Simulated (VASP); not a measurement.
# Pt (Fm-3m) in VASP: notebook

Pt is run at these levels: r2SCAN; tasks: single point.

All numbers are computed with VASP 6.6.1; they aren't measurements. Logs are shortened: lines on timing, memory, paths and dates and some standing lists are left out, and cuts for length are marked.

### Step 1. The cell of the first run

Symmetry: Fm-3m, No. 225, cubic system. Conventional cell: a = 3.877 Å, b = 3.877 Å, c = 3.877 Å, α = 90.00°, β = 90.00°, γ = 90.00°. Within 3.6 Å of Pt (site symmetry m-3m) lie 12 Pt at 2.74 Å.

### Step 2. Single point, r2SCAN

The input, POSCAR:

```
Pt
1.0
    0.0000000000      1.9385767002      1.9385767002
    1.9385767002      0.0000000000      1.9385767002
    1.9385767002      1.9385767002      0.0000000000
Pt
1
Direct
    0.0000000000      0.0000000000      0.0000000000
```

The input, INCAR.step1:

```
SYSTEM = Pt
PREC     = Accurate       ! precision mode
ENCUT    = 520            ! plane-wave cutoff, eV
ISMEAR   = -1             ! smearing method
SIGMA    = 0.05           ! smearing width, eV
LREAL    = .False.        ! projectors in reciprocal space
LASPH    = .True.         ! aspherical terms in the spheres
NELM     = 100            ! most SCF steps
NBANDS   = 11             ! bands
GGA      = PE             ! functional
ALGO     = Normal         ! electronic algorithm
EDIFF    = 1E-4           ! SCF threshold, eV
LWAVE    = .True.         ! write WAVECAR
LCHARG   = .False.        ! write CHGCAR
```

The input, INCAR.step2:

```
SYSTEM = Pt
PREC     = Accurate       ! precision mode
ENCUT    = 520            ! plane-wave cutoff, eV
EDIFF    = 1E-6           ! SCF threshold, eV
ISMEAR   = -1             ! smearing method
SIGMA    = 0.05           ! smearing width, eV
LREAL    = .False.        ! projectors in reciprocal space
LASPH    = .True.         ! aspherical terms in the spheres
NELM     = 100            ! most SCF steps
ALGO     = Normal         ! electronic algorithm
ISIF     = 2              ! what is computed and relaxed
LWAVE    = .False.        ! write WAVECAR
LCHARG   = .False.        ! write CHGCAR
METAGGA  = R2SCAN         ! meta-GGA
LMIXTAU  = .True.       
NBANDS   = 11             ! bands
ISTART   = 1
```

The input, KPOINTS:

```
Automatic mesh
0
Gamma
  24 24 24
  0 0 0
```

Potentials or basis: VASP PAW PBE potentials, release 64 (Pt).

Launch:

```sh
$ cat potpaw_PBE.64/Pt/POTCAR > POTCAR
$ cp INCAR.step1 INCAR
$ mpirun -np 1 vasp_std > vasp.out
$ cp INCAR.step2 INCAR
$ mpirun -np 1 vasp_std > vasp.out
```

OUTCAR:

```text
SYSTEM = Pt
   PREC = Accurate
   ENCUT = 520
   EDIFF = 1E-6
   ISMEAR = -1
   LREAL = .False.
   LASPH = .True.
   NELM = 100
   ISIF = 2
   METAGGA = R2SCAN
   ISTART = 1

 ion  position               nearest neighbor table
   1  0.000  0.000  0.000-

  LATTYP: Found a face centered cubic cell.
 ALAT       =     3.8771534004

  Lattice vectors:

 A1 = (   0.0000000000,   1.9385767002,   1.9385767002)
 A2 = (   1.9385767002,   0.0000000000,   1.9385767002)
 A3 = (   1.9385767002,   1.9385767002,   0.0000000000)

Analysis of symmetry for initial positions (statically):
=====================================================================
 Subroutine PRICEL returns:
 Original cell was already a primitive cell.

 Routine SETGRP: Setting up the symmetry group for a
 face centered cubic supercell.

 Subroutine GETGRP returns: Found 48 space group operations
 (whereof 48 operations were pure point group operations)
 out of a pool of 48 trial point group operations.

The static configuration has the point symmetry O_h .

Analysis of symmetry for dynamics (positions and initial velocities):
=====================================================================
 Subroutine PRICEL returns:
 Original cell was already a primitive cell.

 Routine SETGRP: Setting up the symmetry group for a
 face centered cubic supercell.

 Subroutine GETGRP returns: Found 48 space group operations
 (whereof 48 operations were pure point group operations)
 out of a pool of 48 trial point group operations.

The dynamic configuration has the point symmetry O_h .

 Subroutine INISYM returns: Found 48 space group operations
 (whereof 48 operations are pure point group operations),
 and found     1 'primitive' translations

----------------------------------------------------------------------------------------

                                     Primitive cell

  volume of cell :      14.5707

  direct lattice vectors                    reciprocal lattice vectors
     0.000000000  1.938576700  1.938576700    -0.257921185  0.257921185  0.257921185
     1.938576700  0.000000000  1.938576700     0.257921185 -0.257921185  0.257921185
     1.938576700  1.938576700  0.000000000     0.257921185  0.257921185 -0.257921185

  length of vectors
     2.741561461  2.741561461  2.741561461     0.446732597  0.446732597  0.446732597

  position of ions in fractional coordinates (direct lattice)
     0.000000000  0.000000000  0.000000000

  ion indices of the primitive-cell ions
   primitive index   ion index
                 1           1

----------------------------------------------------------------------------------------

 KPOINTS: Automatic mesh

Automatic generation of k-mesh.
 Grid dimensions read from file:
 generate k-points for:   24   24   24

 Generating k-lattice:

  Cartesian coordinates                     Fractional coordinates (reciprocal lattice)
    -0.010746716  0.010746716  0.010746716     0.041666667  0.000000000  0.000000000
     0.010746716 -0.010746716  0.010746716     0.000000000  0.041666667  0.000000000
     0.010746716  0.010746716 -0.010746716     0.000000000  0.000000000  0.041666667

  Length of vectors
     0.018613858  0.018613858  0.018613858

  Shift w.r.t. Gamma in fractional coordinates (k-lattice)
     0.000000000  0.000000000  0.000000000

 Subroutine IBZKPT returns following result:
 ===========================================

 Found    413 irreducible k-points:

 Following reciprocal coordinates:
            Coordinates               Weight
  0.000000  0.000000  0.000000      1.000000
  0.041667  0.000000  0.000000      8.000000
  0.083333  0.000000  0.000000      8.000000
  0.125000  0.000000  0.000000      8.000000
  0.166667  0.000000  0.000000      8.000000
  0.208333  0.000000  0.000000      8.000000
[... 16 lines left out ...]
  0.416667  0.041667  0.000000     24.000000
  0.458333  0.041667  0.000000     24.000000
 [... further k-points ...]
   k-points           NKPTS =    413   k-points in BZ     NKDIM =    413   number of bands    NBANDS=     11
   number of dos      NEDOS =    301   number of ions     NIONS =      1
   total plane-waves  NPLWV =   8000
   dimension x,y,z NGX =    20 NGY =   20 NGZ =   20
   dimension x,y,z NGXF=    40 NGYF=   40 NGZF=   40
   ions per type =               1
   NGX,Y,Z   is equivalent  to a cutoff of  12.13, 12.13, 12.13 a.u.
   NGXF,Y,Z  is equivalent  to a cutoff of  24.26, 24.26, 24.26 a.u.
 SYSTEM =  Pt
   PREC   = accura    normal or accurate (medium, high low for compatibility)
   ISTART =      1    job   : 0-new  1-cont  2-samecut
   ICHARG =      0    charge: 1-file 2-atom 10-const
   ISPIN  =      1    spin polarized calculation?
   LNONCOLLINEAR =      F non collinear calculations
   LSORBIT =      F    spin-orbit coupling
   LASPH  =      T    aspherical Exc in radial PAW
   ENCUT  =  520.0 eV  38.22 Ry    6.18 a.u.   5.10  5.10  5.10*2*pi/ulx,y,z
   NELM   =    100;   NELMIN=  2; NELMDL=  0     # of ELM steps
   EDIFF  = 0.1E-05   stopping-criterion for ELM
   LREAL  =      F    real-space projection
[... 7 lines left out ...]
   TEBEG  =    0.0;   TEEND  =   0.0 temperature during run
   PSTRESS=    0.0 pullay stress
   NELECT =      10.0000    total number of electrons
   NUPDOWN=      -1.0000    fix difference up-down
   EMIN   =  10.00;   EMAX   =-10.00  energy-range for DOS
   EFERMI =   0.00;   METHOD = LEGACY
   ISMEAR =    -1;   SIGMA  =   0.05  broadening in eV -4-tet -1-fermi 0-gaus
   EFERMI_NEDOS =   21; number of points for ismear=-14 and -15
   IALGO  =     38    algorithm
   IMIX   =      4    mixing-type and parameters
     AMIX     =   0.40;   BMIX     =  1.00
     AMIX_MAG =   1.60;   BMIX_MAG =  1.00
  volume/ion in A,a.u.               =      14.57        98.33
  Fermi-wavevector in a.u.,A,eV,Ry     =   1.444049  2.728856 28.371912  2.085277
  Thomas-Fermi vector in A             =   2.562388
   LORBIT       =      0    0 simple, 1 ext, 2 COOP (PROOUT), +10 PAW based schemes
   METAGGA = R2SCAN    functional components
   LHFCALC =     F    Hartree Fock is set to
   AEXX    =    0.0000 exact exchange contribution
   IVDW    =     0    specifies the selected vdW correction
   LEPSILON=     F    determine dielectric tensor
   LRPA    =     F    only Hartree local field effects (RPA)
 non-spin polarized calculation
  energy-cutoff  :      520.00
  volume of cell :       14.57
 maximum number of plane-waves:       403
   NGX = 11   NGY = 11   NGZ = 11

 number of electron       9.9999999 magnetization

 Free energy of the ion-electron system (eV)
  ---------------------------------------------------
  ext. energy  EPLUGINS =         0.00000000
  ---------------------------------------------------
  free energy    TOTEN  =       -51.47183302 eV

  energy without entropy =      -51.45705054  energy(sigma->0) =      -51.46444178

 E-fermi :  11.6809     XC(G=0): -14.8806

 val. band max:       11.6796238708   @ k =   0.4583   0.0417   0.0000
 cond. band min:      11.6826419651   @ k =   0.4167   0.2083   0.0000
 fundamental gap:      0.0030180943
 Fermi energy:        11.6808986067

 k-point     1 :       0.0000    0.0000    0.0000
  band No.  band energies     occupation
      1       0.7854      2.00000
      2       7.5489      2.00000
      3       7.5489      2.00000
      4       7.5489      2.00000
      5       9.8453      2.00000
      6       9.8453      2.00000
      7      27.0657      0.00000
      8      32.4446      0.00000
      9      32.4446      0.00000
     10      32.4446      0.00000
     11      38.4515      0.00000

 k-point     2 :       0.0417    0.0000    0.0000
  band No.  band energies     occupation
      1       0.8612      2.00000
      2       7.5134      2.00000
      3       7.5799      2.00000
      4       7.5799      2.00000
      5       9.8272      2.00000
      6       9.8272      2.00000
      7      27.1866      0.00000
      8      32.0458      0.00000
      9      32.5622      0.00000
     10      32.5622      0.00000
     11      38.9047      0.00000

 k-point     3 :       0.0833    0.0000    0.0000
  band No.  band energies     occupation
      1       1.0847      2.00000
      2       7.4159      2.00000
      3       7.6667      2.00000
      4       7.6667      2.00000
      5       9.7817      2.00000
      6       9.7817      2.00000
      7      27.5318      0.00000
      8      31.0995      0.00000
      9      32.9093      0.00000
     10      32.9093      0.00000
     11      39.8605      0.00000

 k-point     4 :       0.1250    0.0000    0.0000
  band No.  band energies     occupation
      1       1.4429      2.00000
      2       7.2822      2.00000
      3       7.7877      2.00000
      4       7.7877      2.00000
      5       9.7354      2.00000
      6       9.7354      2.00000
      7      28.0439      0.00000
      8      29.9313      0.00000
      9      33.4681      0.00000
     10      33.4681      0.00000
     11      39.7823      0.00000

 k-point     5 :       0.1667    0.0000    0.0000
  band No.  band energies     occupation
      1       1.9098      2.00000
      2       7.1550      2.00000
      3       7.9028      2.00000
      4       7.9028      2.00000
      5       9.7345      2.00000
      6       9.7345      2.00000
      7      28.5959      0.00000
      8      28.6906      0.00000
      9      34.2067      0.00000
     10      34.2067      0.00000
     11      38.3734      0.00000
[... 211 lines left out ...]
 k-point    21 :       0.3333    0.0417    0.0000
  band No.  band energies     occupation
      1       3.6096      2.00000
      2       7.7023      2.00000
      3       7.8311      2.00000
      4       7.8383      2.00000
      5      10.5372      2.00000
      6      10.8585      2.00000
      7      23.4406      0.00000
      8      28.3037      0.00000
      9      33.9206      0.00000
     10      35.1742      0.00000
     11      37.9905      0.00000

 k-point    22 :       0.3750    0.0417    0.0000
  band No.  band energies     occupation
      1       3.7527      2.00000
      2       7.5968      2.00000
      3       7.7210      2.00000
      4       8.5652      2.00000
      5      11.0137      2.00000
      6      11.2041      1.99986
      7      21.8033      0.00000
      8      27.7337      0.00000
      9      33.0755      0.00000
     10      34.0411      0.00000
     11      39.2853      0.00000

 k-point    23 :       0.4167    0.0417    0.0000
  band No.  band energies     occupation
      1       3.7960      2.00000
      2       7.4913      2.00000
      3       7.6158      2.00000
      4       9.4272      2.00000
      5      11.4933      1.95413
      6      11.5103      1.93612
      7      20.2334      0.00000
      8      27.2799      0.00000
      9      32.3660      0.00000
     10      33.0180      0.00000
     11      40.4065      0.00000

 k-point    24 :       0.4583    0.0417    0.0000
  band No.  band energies     occupation
      1       3.7973      2.00000
      2       7.4205      2.00000
      3       7.5377      2.00000
      4      10.1766      2.00000
      5      11.6796      1.01275
      6      12.0045      0.00309
      7      18.9158      0.00000
      8      26.9804      0.00000
      9      31.9231      0.00000
     10      32.2426      0.00000
     11      41.2311      0.00000

 [... further k-points ...]

------------------------ aborting loop because EDIFF is reached ----------------------------------------

  FORCE on cell =-STRESS in cart. coord.  units (eV):
  Direction    XX          YY          ZZ          XY          YZ          ZX
  --------------------------------------------------------------------------------------
  -------------------------------------------------------------------------------------
  Total        1.4552374      1.4552374      1.4552374      0.0000000      0.0000000      0.0000000
  in kB      160.0167592    160.0167592    160.0167592      0.0000000      0.0000000      0.0000000
  external PRESSURE =     160.0167592 kB  Pullay stress =       0.0000000 kB

 VOLUME and BASIS-vectors are now :
 -----------------------------------------------------------------------------
  energy-cutoff  :      520.00
  volume of cell :       14.57
      direct lattice vectors                 reciprocal lattice vectors
     0.000000000  1.938576700  1.938576700    -0.257921185  0.257921185  0.257921185
     1.938576700  0.000000000  1.938576700     0.257921185 -0.257921185  0.257921185
     1.938576700  1.938576700  0.000000000     0.257921185  0.257921185 -0.257921185

 POSITION                                       TOTAL-FORCE (eV/Angst)
 -----------------------------------------------------------------------------------
      0.00000      0.00000      0.00000         0.000000      0.000000      0.000000
 -----------------------------------------------------------------------------------
    total drift:                                0.000000      0.000000      0.000000

  FREE ENERGIE OF THE ION-ELECTRON SYSTEM (eV)
  ---------------------------------------------------
  free  energy   TOTEN  =       -51.4718330179 eV

  energy  without entropy=      -51.4570505409  energy(sigma->0) =      -51.46444178
```

It took 75 s on 1 thread of Intel Xeon 6975P-C (Granite Rapids), shared host; peak memory 0.18 GiB.

Results:

```
Free energy            : -51.4718 eV
Pressure               : 16.0 GPa
Band gap on the k mesh : zero (bands 5 and 6 overlap by 2.52 eV)
```

Caveat: the cell stands under pressure; the PAW data sets were made with another functional, which shifts forces and pressure a little; spin-orbit coupling is left out, which moves the levels of the heavy elements.

### Step 3. Single point, r2SCAN

This run uses another cell than the first one, of 14.79 Å³/atom.

The input, POSCAR:

```
Pt
1.0
    0.0000000000      1.9482641392      1.9482641392
    1.9482641392      0.0000000000      1.9482641392
    1.9482641392      1.9482641392      0.0000000000
Pt
1
Direct
    0.0000000000      0.0000000000      0.0000000000
```

The input, INCAR.step1:

```
SYSTEM = Pt
  PREC = Accurate
  ENCUT = 520
  ISMEAR = -1
  SIGMA = 0.05
  LREAL = .FALSE.
  LASPH = .TRUE.
  NELM = 60
  NBANDS = 11
  GGA = PE
  ALGO = Normal
  EDIFF = 1E-4
  LWAVE = .TRUE.
  LCHARG = .FALSE.
```

The input, INCAR.step2:

```
SYSTEM = Pt
  PREC = Accurate
  ENCUT = 520
  EDIFF = 1E-6
  ISMEAR = -1
  SIGMA = 0.05
  LREAL = .FALSE.
  LASPH = .TRUE.
  NELM = 60
  ALGO = Normal
  ISIF = 2
  LWAVE = .FALSE.
  LCHARG = .TRUE.
  METAGGA = R2SCAN
  LMIXTAU = .TRUE.
  LELF = .TRUE.
  LVHAR = .TRUE.
  NBANDS = 11
  ISTART = 1
```

The input, KPOINTS:

```
regular mesh
0
G
  24 24 24
  0 0 0
```

Potentials or basis: VASP PAW PBE potentials, release 64 (Pt).

Launch:

```sh
$ cat potpaw_PBE.64/Pt/POTCAR > POTCAR
$ cp INCAR.step1 INCAR
$ mpirun -np 1 vasp_std > vasp.out
$ cp INCAR.step2 INCAR
$ mpirun -np 1 vasp_std > vasp.out
```

It took 76 s on 1 thread of Intel Xeon 6975P-C (Granite Rapids), shared host; peak memory 0.18 GiB.

It converged, with:

- Free energy: -51.4903 eV
- Pressure: 10.9 GPa
- Band gap on the k mesh: zero (bands 5 and 6 overlap by 2.46 eV)

Levels at points of the mesh, in eV from the Fermi level:
```tsv
k point	band 3	band 4	band 5	band 6	band 7	band 8
(0.00, 0.00, 0.00)	-4.03	-4.03	-1.79	-1.79	15.43	20.72
(0.50, 0.00, 0.00)	-4.14	-0.37	0.04	0.04	6.33	15.09
(0.50, 0.50, 0.00)	-0.04	0.56	0.56	1.92	9.58	12.10
```

Caveat: the cell stands under pressure; the PAW data sets were made with another functional, which shifts forces and pressure a little; spin-orbit coupling is left out, which moves the levels of the heavy elements.
